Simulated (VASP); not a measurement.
# Cl (P6_3/mmc) in VASP: further runs

The runs below take Cl through single point, with PBE.

All numbers are computed with VASP 6.6.1; they aren't measurements. Logs are shortened: lines on timing, memory, paths and dates and some standing lists are left out, and cuts for length are marked.

### Step 1. The cell of the first run

Symmetry: P6_3/mmc, No. 194, hexagonal system. The conventional cell has a = 3.381 Å, b = 3.381 Å, c = 3.938 Å, α = 90.00°, β = 90.00°, γ = 120.00°. Cl (site symmetry -6m2) has 12 Cl at 2.77 to 3.38 Å within 3.7 Å.

### Step 2. Single point, PBE (volume scaled by 0.85)

INCAR reads:

```
SYSTEM = Cl
PREC = Accurate ; ENCUT = 520
EDIFF = 1E-7 ; ISMEAR = -1
SIGMA = 0.08 ; LREAL = .FALSE.
LASPH = .TRUE. ; NELM = 60
ALGO = Normal ; ISIF = 2
LWAVE = .FALSE. ; LCHARG = .TRUE.
GGA = PE ; LELF = .TRUE.
LVHAR = .TRUE. ; NBANDS = 14
```

KPOINTS reads:

```
regular mesh
0
G
  14 14 8
  0 0 0
```

POSCAR reads:

```
Cl
1.0
    3.3806590165      0.0000000000      0.0000000000
   -1.6903295082      2.9277365898      0.0000000000
    0.0000000000      0.0000000000      3.9378946033
Cl
2
Direct
    0.3333333333      0.6666666667      0.2500000000
    0.6666666667      0.3333333333      0.7500000000
```

Potentials or basis: VASP PAW PBE potentials, release 64 (Cl).

Command:

```bash
$ cat potpaw_PBE.64/Cl/POTCAR > POTCAR
$ mpirun -np 1 vasp_std > vasp.out
```

OUTCAR:

```text
SYSTEM = Cl
   PREC = Accurate
   ENCUT = 520
   EDIFF = 1E-7
   ISMEAR = -1
   LREAL = .FALSE.
   LASPH = .TRUE.
   NELM = 60
   ISIF = 2
   GGA = PE

 ion  position               nearest neighbor table
   1  0.333  0.667  0.250-
   2  0.667  0.333  0.750-

  LATTYP: Found a hexagonal cell.
 ALAT       =     3.3806590165
 C/A-ratio  =     1.1648304618

  Lattice vectors:

 A1 = (   3.3806590165,   0.0000000000,   0.0000000000)
 A2 = (  -1.6903295082,   2.9277365898,   0.0000000000)
 A3 = (   0.0000000000,   0.0000000000,   3.9378946033)

Analysis of symmetry for initial positions (statically):
=====================================================================
 Subroutine PRICEL returns:
 Original cell was already a primitive cell.

 Routine SETGRP: Setting up the symmetry group for a
 hexagonal supercell.

 Subroutine GETGRP returns: Found 24 space group operations
 (whereof 12 operations were pure point group operations)
 out of a pool of 24 trial point group operations.

The static configuration has the point symmetry D_3d.
 The point group associated with its full space group is D_6h.

Analysis of symmetry for dynamics (positions and initial velocities):
=====================================================================
 Subroutine PRICEL returns:
 Original cell was already a primitive cell.

 Routine SETGRP: Setting up the symmetry group for a
 hexagonal supercell.

 Subroutine GETGRP returns: Found 24 space group operations
 (whereof 12 operations were pure point group operations)
 out of a pool of 24 trial point group operations.

The dynamic configuration has the point symmetry D_3d.
 The point group associated with its full space group is D_6h.

 Subroutine INISYM returns: Found 24 space group operations
 (whereof 12 operations are pure point group operations),
 and found     1 'primitive' translations

----------------------------------------------------------------------------------------

                                     Primitive cell

  volume of cell :      38.9760

  direct lattice vectors                    reciprocal lattice vectors
     3.380659017  0.000000000  0.000000000     0.295800314  0.170780391  0.000000000
    -1.690329508  2.927736590  0.000000000     0.000000000  0.341560782  0.000000000
     0.000000000  0.000000000  3.937894603     0.000000000  0.000000000  0.253942805

  length of vectors
     3.380659017  3.380659016  3.937894603     0.341560782  0.341560782  0.253942805

  position of ions in fractional coordinates (direct lattice)
     0.333333333  0.666666667  0.250000000
     0.666666667  0.333333333  0.750000000

  ion indices of the primitive-cell ions
   primitive index   ion index
                 1           1
                 2           2

----------------------------------------------------------------------------------------

 KPOINTS: regular mesh

Automatic generation of k-mesh.
 Grid dimensions read from file:
 generate k-points for:   14   14    8

 Generating k-lattice:

  Cartesian coordinates                     Fractional coordinates (reciprocal lattice)
     0.021128594  0.012198599  0.000000000     0.071428571  0.000000000  0.000000000
     0.000000000  0.024397199  0.000000000     0.000000000  0.071428571  0.000000000
     0.000000000  0.000000000  0.031742851     0.000000000  0.000000000  0.125000000

  Length of vectors
     0.024397199  0.024397199  0.031742851

  Shift w.r.t. Gamma in fractional coordinates (k-lattice)
     0.000000000  0.000000000  0.000000000

 Subroutine IBZKPT returns following result:
 ===========================================

 Found    120 irreducible k-points:

 Following reciprocal coordinates:
            Coordinates               Weight
  0.000000  0.000000  0.000000      1.000000
  0.071429  0.000000  0.000000      6.000000
  0.142857  0.000000  0.000000      6.000000
  0.214286  0.000000  0.000000      6.000000
  0.285714  0.000000  0.000000      6.000000
  0.357143  0.000000  0.000000      6.000000
[... 16 lines left out ...]
  0.285714  0.285714  0.000000      6.000000
  0.357143  0.285714  0.000000      6.000000
 [... further k-points ...]
   k-points           NKPTS =    120   k-points in BZ     NKDIM =    120   number of bands    NBANDS=     14
   number of dos      NEDOS =    301   number of ions     NIONS =      2
   total plane-waves  NPLWV =  23520
   dimension x,y,z NGX =    28 NGY =   28 NGZ =   30
   dimension x,y,z NGXF=    56 NGYF=   56 NGZF=   60
   ions per type =               2
   NGX,Y,Z   is equivalent  to a cutoff of  13.77, 13.77, 12.67 a.u.
   NGXF,Y,Z  is equivalent  to a cutoff of  27.54, 27.54, 25.33 a.u.
 SYSTEM =  Cl
   PREC   = accura    normal or accurate (medium, high low for compatibility)
   ISTART =      0    job   : 0-new  1-cont  2-samecut
   ICHARG =      2    charge: 1-file 2-atom 10-const
   ISPIN  =      1    spin polarized calculation?
   LNONCOLLINEAR =      F non collinear calculations
   LSORBIT =      F    spin-orbit coupling
   LASPH  =      T    aspherical Exc in radial PAW
   ENCUT  =  520.0 eV  38.22 Ry    6.18 a.u.   6.29  6.29  7.32*2*pi/ulx,y,z
   NELM   =     60;   NELMIN=  2; NELMDL= -5     # of ELM steps
   EDIFF  = 0.1E-06   stopping-criterion for ELM
   LREAL  =      F    real-space projection
   EDIFFG = 0.1E-05   stopping-criterion for IOM
   NSW    =      0    number of steps for IOM
   IBRION =     -1    ionic relax: 0-MD 1-quasi-New 2-CG
   NFREE  =      0    steps in history (QN), initial steepest desc. (CG)
   ISIF   =      2    stress and relaxation
   ISYM   =      2    0-nonsym 1-usesym 2-fastsym
   POTIM  = 0.5000    time-step for ionic-motion
   TEBEG  =    0.0;   TEEND  =   0.0 temperature during run
   PSTRESS=    0.0 pullay stress
   NELECT =      14.0000    total number of electrons
   NUPDOWN=      -1.0000    fix difference up-down
   EMIN   =  10.00;   EMAX   =-10.00  energy-range for DOS
   EFERMI =   0.00;   METHOD = LEGACY
   ISMEAR =    -1;   SIGMA  =   0.08  broadening in eV -4-tet -1-fermi 0-gaus
   EFERMI_NEDOS =   21; number of points for ismear=-14 and -15
   IALGO  =     38    algorithm
   IMIX   =      4    mixing-type and parameters
     AMIX     =   0.40;   BMIX     =  1.00
     AMIX_MAG =   1.60;   BMIX_MAG =  1.00
  volume/ion in A,a.u.               =      19.49       131.51
  Fermi-wavevector in a.u.,A,eV,Ry     =   1.163729  2.199128 18.425882  1.354264
  Thomas-Fermi vector in A             =   2.300275
   LORBIT       =      0    0 simple, 1 ext, 2 COOP (PROOUT), +10 PAW based schemes
   GGA     = PE    functional components
   LHFCALC =     F    Hartree Fock is set to
   AEXX    =    0.0000 exact exchange contribution
   IVDW    =     0    specifies the selected vdW correction
   LEPSILON=     F    determine dielectric tensor
   LRPA    =     F    only Hartree local field effects (RPA)
 non-spin polarized calculation
  energy-cutoff  :      520.00
  volume of cell :       38.98
 maximum number of plane-waves:      1070
 NGX is ok and might be reduce to    28
   NGX = 13   NGY = 13   NGZ = 15

 number of electron      13.9999997 magnetization

 Free energy of the ion-electron system (eV)
  ---------------------------------------------------
  ext. energy  EPLUGINS =         0.00000000
  ---------------------------------------------------
  free energy    TOTEN  =        -2.11084430 eV

  energy without entropy =       -2.06011654  energy(sigma->0) =       -2.08548042

 E-fermi :   3.2201     XC(G=0):  -9.8791

 val. band max:        3.2117624134   @ k =   0.2143   0.0714   0.1250
 cond. band min:       3.2234042986   @ k =   0.0714   0.0714   0.0000
 fundamental gap:      0.0116418852
 Fermi energy:         3.2200904047

 k-point     1 :       0.0000    0.0000    0.0000
  band No.  band energies     occupation
      1     -13.3790      2.00000
      2      -9.6435      2.00000
      3      -1.8595      2.00000
      4       1.1456      2.00000
      5       1.1456      2.00000
      6       3.1184      1.56204
      7       3.1184      1.56204
      8       4.4433      0.00000
      9      10.4076      0.00000
     10      12.4679      0.00000
     11      15.3665      0.00000
     12      15.3665      0.00000
     13      16.8616      0.00000
     14      16.8616      0.00000

 k-point     2 :       0.0714    0.0000    0.0000
  band No.  band energies     occupation
      1     -13.3298      2.00000
      2      -9.6631      2.00000
      3      -1.8037      2.00000
      4       0.9945      2.00000
      5       1.0614      2.00000
      6       2.9943      1.88777
      7       3.1668      1.32147
      8       4.3448      0.00000
      9      10.5988      0.00000
     10      12.6755      0.00000
     11      15.0486      0.00000
     12      15.4902      0.00000
     13      16.6897      0.00000
     14      16.7945      0.00000

 k-point     3 :       0.1429    0.0000    0.0000
  band No.  band energies     occupation
      1     -13.1850      2.00000
      2      -9.7262      2.00000
      3      -1.6384      2.00000
      4       0.6004      2.00000
      5       0.8508      2.00000
      6       2.6726      1.99787
      7       3.2760      0.66411
      8       4.0622      0.00005
      9      11.0627      0.00000
     10      13.0697      0.00000
     11      14.6712      0.00000
     12      15.8706      0.00000
     13      16.2851      0.00000
     14      16.4933      0.00000
[... 324 lines left out ...]
 k-point    23 :       0.2857    0.2857    0.0000
  band No.  band energies     occupation
      1     -11.5635      2.00000
      2     -10.8380      2.00000
      3      -1.5953      2.00000
      4       0.3590      2.00000
      5       0.3671      2.00000
      6       1.1404      2.00000
      7       1.4441      2.00000
      8       2.9051      1.96173
      9      12.2396      0.00000
     10      12.9888      0.00000
     11      13.7435      0.00000
     12      15.6608      0.00000
     13      18.5471      0.00000
     14      19.5820      0.00000

 k-point    24 :       0.3571    0.2857    0.0000
  band No.  band energies     occupation
      1     -11.3474      2.00000
      2     -11.0349      2.00000
      3      -1.6942      2.00000
      4       0.5687      2.00000
      5       0.6606      2.00000
      6       0.9205      2.00000
      7       1.1294      2.00000
      8       2.8521      1.98009
      9      12.0906      0.00000
     10      13.1161      0.00000
     11      14.5187      0.00000
     12      14.7983      0.00000
     13      18.9236      0.00000
     14      19.9217      0.00000

 [... further k-points ...]
[... 5 lines left out ...]
  --------------------------------------------------------------------------------------
  -------------------------------------------------------------------------------------
  Total        1.4702699      1.4702699      1.4427359      0.0000000      0.0000000      0.0000000
  in kB       60.4380164     60.4380164     59.3061815      0.0000000      0.0000000      0.0000000
  external PRESSURE =      60.0607381 kB  Pullay stress =       0.0000000 kB

 VOLUME and BASIS-vectors are now :
 -----------------------------------------------------------------------------
  energy-cutoff  :      520.00
  volume of cell :       38.98
      direct lattice vectors                 reciprocal lattice vectors
     3.380659017  0.000000000  0.000000000     0.295800314  0.170780391  0.000000000
    -1.690329508  2.927736590  0.000000000     0.000000000  0.341560782  0.000000000
     0.000000000  0.000000000  3.937894603     0.000000000  0.000000000  0.253942805

 POSITION                                       TOTAL-FORCE (eV/Angst)
 -----------------------------------------------------------------------------------
     -0.00000      1.95182      0.98447         0.000000      0.000000      0.000000
      1.69033      0.97591      2.95342        -0.000000     -0.000000      0.000000
 -----------------------------------------------------------------------------------
    total drift:                               -0.000000      0.000000      0.000000

  FREE ENERGIE OF THE ION-ELECTRON SYSTEM (eV)
  ---------------------------------------------------
  free  energy   TOTEN  =        -2.1108443050 eV

  energy  without entropy=       -2.0601165360  energy(sigma->0) =       -2.08548042
```

It took 93 s on 1 thread of Intel Xeon Platinum 8375C at 2.90GHz (Ice Lake), shared host; peak memory 0.18 GiB.

What came out:

| Quantity | Value |
| --- | --- |
| Free energy | -2.1108 eV |
| Pressure | 6.0 GPa |
| Band gap on the k mesh | zero (band 7 reaches 4.15 eV, above the bottom of band 8 at 2.12 eV) |

Stress tensor (GPa, compression positive):
```
6.04 0.00 0.00
0.00 6.04 0.00
0.00 0.00 5.93
```

### Step 3. Single point, PBE (volume scaled by 0.95)

INCAR reads:

```
SYSTEM = Cl
PREC = Accurate ; ENCUT = 520
EDIFF = 1E-7 ; ISMEAR = -1
SIGMA = 0.08 ; LREAL = .False.
LASPH = .True. ; NELM = 80
ALGO = Normal ; ISIF = 2
LWAVE = .False. ; LCHARG = .False.
GGA = PE ; NBANDS = 14
```

KPOINTS reads:

```
regular mesh
0
Gamma
  14 14 8
  0 0 0
```

POSCAR reads:

```
Cl
1.0
    3.5720043254      0.0000000000      0.0000000000
   -1.7860021627      3.0934464882      0.0000000000
    0.0000000000      0.0000000000      3.9422807827
Cl
2
Direct
    0.3333333333      0.6666666667      0.2500000000
    0.6666666667      0.3333333333      0.7500000000
```

Potentials or basis: VASP PAW PBE potentials, release 64 (Cl).

Command:

```bash
$ cat potpaw_PBE.64/Cl/POTCAR > POTCAR
$ mpirun -np 1 vasp_std > vasp.out
```

Run time: 90 s. Hardware: 1 thread of Intel Xeon Platinum 8375C at 2.90GHz (Ice Lake), shared host; peak memory 0.19 GiB.

The run converged. Its results:

* Free energy: -2.2125 eV
* Pressure: 1.4 GPa
* Band gap on the k mesh: zero (band 7 reaches 2.72 eV, above the bottom of band 8 at 0.79 eV)

Levels at points of the mesh, in eV from the Fermi level:
```
           k point  band 3  band 4  band 5  band 6  band 7  band 8  band 9  band 10  band 11  band 12
(0.00, 0.00, 0.00)   -4.21   -2.08   -2.08   -0.18   -0.18    0.92    7.49     8.64    12.09    12.09
(0.50, 0.00, 0.00)   -3.69   -3.03   -2.70   -1.55   -1.17    0.29    7.45    11.44    11.68    11.80
(0.00, 0.00, 0.50)   -1.96   -1.96   -1.13   -1.13   -1.13   -1.13   10.40    10.40    11.05    11.05
(0.50, 0.00, 0.50)   -4.75   -4.75   -1.64   -1.64    0.13    0.13    9.65     9.65    14.06    14.06
```
